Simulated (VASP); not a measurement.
# N (P3m1) in VASP: a series of runs, part 3 of 3

VASP 6.6.1. Earlier steps stand in the parts before.

## 5. Single point, PBE

Input file INCAR:

```
ALGO     = Normal         # electronic algorithm
EDIFF    = 1E-6           # SCF threshold, eV
ENCUT    = 520            # plane-wave cutoff, eV
GGA      = PE             # functional
ISIF     = 2              # what is computed and relaxed
ISMEAR   = 0              # smearing method
LASPH    = True           # aspherical terms in the spheres
LCHARG   = False          # write CHGCAR
LREAL    = False          # projectors in reciprocal space
LWAVE    = False          # write WAVECAR
NBANDS   = 18             # bands
NELM     = 80             # most SCF steps
PREC     = Accurate       # precision mode
SIGMA    = 0.01           # smearing width, eV
```

Input file KPOINTS:

```
k-points
0
Gamma
  4 4 2
```

Input file POSCAR:

```
N
1.0
    4.1672000000      0.0000000000      0.0000000000
   -2.0836000000      3.6089000000      0.0000000000
    0.0000000000      0.0000000000      7.0060000000
N
4
Direct
    0.3333333333      0.6666666667      0.4039000000
    0.3333333333      0.6666666667      0.1711000000
    0.6666666667      0.3333333333      0.8289000000
    0.6666666667      0.3333333333      0.6711000000
```

Potentials or basis: VASP PAW PBE potentials, release 64 (N).

The run is started by

```sh
cat potpaw_PBE.64/N/POTCAR > POTCAR
mpirun -np 1 vasp_std > vasp.out
```

OUTCAR:

```text
EDIFF = 1E-6
   ENCUT = 520
   GGA = PE
   ISIF = 2
   ISMEAR = 0
   LASPH = True
   LREAL = False
   NELM = 80
   PREC = Accurate

 ion  position               nearest neighbor table
   1  0.333  0.667  0.404-   2 1.63
   2  0.333  0.667  0.171-   1 1.63
   3  0.667  0.333  0.829-   4 1.11
   4  0.667  0.333  0.671-   3 1.11

  LATTYP: Found a hexagonal cell.
 ALAT       =     4.1672000000
 C/A-ratio  =     1.6812248032

  Lattice vectors:

 A1 = (   4.1672000000,   0.0000000000,   0.0000000000)
 A2 = (  -2.0836000000,   3.6089000000,   0.0000000000)
 A3 = (   0.0000000000,   0.0000000000,   7.0060000000)

Analysis of symmetry for initial positions (statically):
=====================================================================
 Subroutine PRICEL returns:
 Original cell was already a primitive cell.

 Routine SETGRP: Setting up the symmetry group for a
[... 151 lines left out ...]
  ---------------------------------------------------
  free energy    TOTEN  =       -26.76482398 eV

  energy without entropy =      -26.76482398  energy(sigma->0) =      -26.76482398

 E-fermi :  -5.3384     XC(G=0):  -6.0744

 val. band max:       -5.3884448817   @ k =   0.0000   0.0000   0.0000
 cond. band min:      -2.6428501462   @ k =   0.5000   0.0000   0.0000
 fundamental gap:      2.7455947354
 Fermi energy:        -5.3384241558

 k-point     1 :       0.0000    0.0000    0.0000
  band No.  band energies     occupation
      1     -25.3947      2.00000
      2     -18.7779      2.00000
      3     -13.4602      2.00000
      4     -10.5480      2.00000
      5      -8.5607      2.00000
      6      -8.5607      2.00000
[... 145 lines left out ...]
      5      -8.7768      2.00000
      6      -8.6751      2.00000
[... 10 lines left out ...]
     17       5.8288      0.00000
     18       7.0142      0.00000

------------------------ aborting loop because EDIFF is reached ----------------------------------------

  FORCE on cell =-STRESS in cart. coord.  units (eV):
  Direction    XX          YY          ZZ          XY          YZ          ZX
  --------------------------------------------------------------------------------------
  -------------------------------------------------------------------------------------
  Total        0.1961865      0.1961864    -20.4289449      0.0000000      0.0000000     -0.0000000
  in kB        2.9832545      2.9832528   -310.6470209      0.0000000      0.0000000     -0.0000000
  external PRESSURE =    -101.5601712 kB  Pullay stress =       0.0000000 kB

 VOLUME and BASIS-vectors are now :
 -----------------------------------------------------------------------------
  energy-cutoff  :      520.00
  volume of cell :      105.36
      direct lattice vectors                 reciprocal lattice vectors
     4.167200000  0.000000000  0.000000000     0.239969284  0.138546371  0.000000000
    -2.083600000  3.608900000  0.000000000     0.000000000  0.277092743  0.000000000
     0.000000000  0.000000000  7.006000000     0.000000000  0.000000000  0.142734799

 POSITION                                       TOTAL-FORCE (eV/Angst)
 -----------------------------------------------------------------------------------
     -0.00000      2.40593      2.82972         0.000000      0.000000    -13.590764
     -0.00000      2.40593      1.19873         0.000000     -0.000000     13.513639
      2.08360      1.20297      5.80727        -0.000000     -0.000000      1.263363
      2.08360      1.20297      4.70173        -0.000000     -0.000000     -1.186239
 -----------------------------------------------------------------------------------
    total drift:                                0.000000      0.000000      0.000073

  FREE ENERGIE OF THE ION-ELECTRON SYSTEM (eV)
  ---------------------------------------------------
  free  energy   TOTEN  =       -26.7648239753 eV

  energy  without entropy=      -26.7648239753  energy(sigma->0) =      -26.76482398
```

OSZICAR:

```text
N       E                     dE             d eps       ncg     rms          rms(c)
DAV:   1     0.108370372221E+03    0.10837E+03   -0.88876E+03   288   0.915E+02
DAV:   2    -0.179718253566E+02   -0.12634E+03   -0.12326E+03   414   0.209E+02
DAV:   3    -0.275894401539E+02   -0.96176E+01   -0.95155E+01   336   0.650E+01
DAV:   4    -0.276919276447E+02   -0.10249E+00   -0.10239E+00   360   0.787E+00
DAV:   5    -0.276928920449E+02   -0.96440E-03   -0.96435E-03   324   0.697E-01    0.861E+00
DAV:   6    -0.269486006207E+02    0.74429E+00   -0.83836E-01   310   0.537E+00    0.488E+00
DAV:   7    -0.267737012542E+02    0.17490E+00   -0.57460E-01   338   0.464E+00    0.126E+00
DAV:   8    -0.267884477432E+02   -0.14746E-01   -0.28348E-01   322   0.213E+00    0.150E+00
DAV:   9    -0.267648154762E+02    0.23632E-01   -0.19486E-01   368   0.109E+00    0.169E-01
DAV:  10    -0.267649456671E+02   -0.13019E-03   -0.31102E-03   304   0.397E-01    0.795E-02
DAV:  11    -0.267649160624E+02    0.29605E-04   -0.30086E-04   328   0.115E-01    0.384E-02
DAV:  12    -0.267648317639E+02    0.84299E-04   -0.13081E-04   328   0.830E-02    0.168E-02
DAV:  13    -0.267648280496E+02    0.37143E-05   -0.14977E-05   346   0.269E-02    0.937E-03
DAV:  14    -0.267648242880E+02    0.37617E-05   -0.60284E-06   338   0.167E-02    0.317E-03
DAV:  15    -0.267648239753E+02    0.31262E-06   -0.16654E-06   316   0.826E-03
   1 F= -.26764824E+02 E0= -.26764824E+02  d E =-.479961E-14
```

stdout:

```text
POSCAR found type information on POSCAR N
 POSCAR found :  1 types and       4 ions
 scaLAPACK will be used
 LDA part: xc-table for (Slater+PW92), standard interpolation
 POSCAR, INCAR and KPOINTS ok, starting setup
 FFT: planning ... GRIDC
 FFT: planning ... GRID_SOFT
 FFT: planning ... GRID
 WAVECAR not read
 entering main loop
```

Run time: 8.6 s. Hardware: 1 thread of Intel Xeon 6975P-C (Granite Rapids), shared host; peak memory 0.21 GiB.

What came out:

```
Free energy            : -26.7648 eV
Pressure               : -10.2 GPa
Largest force          : 13.591 eV/Å
Band gap on the k mesh : 2.75 eV, indirect (least direct gap 2.84 eV)
```

Forces on the atoms (eV/Å):
```
N     0.000   0.000 -13.591
N     0.000   0.000  13.514
N     0.000   0.000   1.263
N     0.000   0.000  -1.186
```

Levels at points of the mesh, in eV from the valence-band top:
```csv
k point,band 7,band 8,band 9,band 10,band 11,band 12,band 13,band 14
"(0.00, 0.00, 0.00)",-2.27,-0.75,0.00,0.00,3.02,3.02,6.56,6.56
"(0.50, 0.00, 0.00)",-2.00,-0.96,-0.32,-0.09,2.75,2.93,5.93,6.51
"(0.00, 0.00, 0.50)",-1.96,-0.99,-0.01,-0.01,3.04,3.04,6.54,6.54
"(0.50, 0.00, 0.50)",-1.89,-1.05,-0.42,-0.11,2.81,2.97,6.12,6.46
```

Caveat: the k points lie up to 0.45 Å⁻¹ apart; the standard files for N, O and F lose accuracy on very short bonds; forces of over 1 eV/Å act on the atoms, so gaps and moduli don't describe the material at rest.
